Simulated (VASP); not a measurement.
MgS (e600), 2 atoms in the cell. The structure is cubic, space group Fm-3m (No. 225). The conventional cell has a = 5.131 Å, b = 5.131 Å, c = 5.131 Å, α = 90.00°, β = 90.00°, γ = 90.00°. Mg (site symmetry m-3m) has 6 S at 2.57 Å within 3.4 Å. Within 3.4 Å of S (site symmetry m-3m) lie 6 Mg at 2.57 Å.  This cell differs from its parent crystal: strained cell.

```yaml
Program: VASP 6.6.1
Task: single point
Functional: PBEsol
Potentials_or_basis: VASP PAW PBE potentials, release 64 (Mg, S)
Cutoff: 600 eV
k_mesh: 6 × 6 × 6
Occupations: gaussian, width 0.02 eV
Spin: no spin polarisation
Dipole_correction: no
Further_INCAR_settings: ALGO = Normal; EDIFF = 1e-06; NBANDS = 11
```

Potentials or basis: VASP PAW PBE potentials, release 64 (Mg, S).

Run with:

```console
$ cat potpaw_PBE.64/Mg/POTCAR potpaw_PBE.64/S/POTCAR > POTCAR
$ mpirun -np 1 vasp_std > vasp.out
```

Hardware: 1 thread of AMD EPYC 7R43 64-Core Processor (Zen 3), on a shared host.

Q: How long does it take, and how much memory?

A: Wall time 6.8 s on 1 thread of AMD EPYC 7R43 64-Core Processor (Zen 3), on a shared host, peak memory 0.13 GiB. Counts: scf iterations 12, k points 16.
